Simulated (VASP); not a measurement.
Set up this calculation in VASP 6.6.1, as the native input.

* Task: single point
* Functional: PBE
* Potentials or basis: VASP PAW PBE potentials, release 64 (Ga_d)
* Cutoff: 520 eV
* k mesh: 7 × 7 × 10
* Occupations: fermi-dirac, width 0.05 eV
* Spin: no spin polarisation
* Dipole correction: no
* Further INCAR settings: ALGO = Fast; EDIFF = 1e-06; NBANDS = 20

The structure of Ga lies in POSCAR:

```
Ga
1.0
    4.4494700000      0.0000000000      0.0000000000
   -2.2247400000      3.8533600000      0.0000000000
    0.0000000000      0.0000000000      2.7652000000
Ga
2
Direct
    0.3396310000      0.6626890000      0.5167170000
    0.6823560000      0.3426560000      0.4895650000
```

This cell differs from its parent crystal: atoms moved at random.

One way to write it, as run:

INCAR

```
SYSTEM = Ga
  PREC = Accurate
  ENCUT = 520
  EDIFF = 1E-6
  ISMEAR = -1
  SIGMA = 0.05
  LREAL = .FALSE.
  LASPH = .TRUE.
  NELM = 80
  ALGO = Fast
  ISIF = 2
  LWAVE = .FALSE.
  LCHARG = .FALSE.
  GGA = PE
  NBANDS = 20
```

KPOINTS

```
Automatic mesh
0
G
  7 7 10
  0 0 0
```

Potentials or basis: VASP PAW PBE potentials, release 64 (Ga_d).

Run with:

```sh
$ cat potpaw_PBE.64/Ga_d/POTCAR > POTCAR
$ mpirun -np 1 vasp_std > vasp.out
```

Results of the run:

```json
{"Pressure": "0.2 GPa", "Largest force": "0.255 eV/Å", "Band gap on the k mesh": "zero (bands 13 and 14 overlap by 3.22 eV)"}
```

Caveat: the cell differs from its parent crystal (atoms moved at random).

Wall time 4.8 min on 1 thread of Intel Xeon 8259CL, with other jobs on the host, peak memory 0.31 GiB.
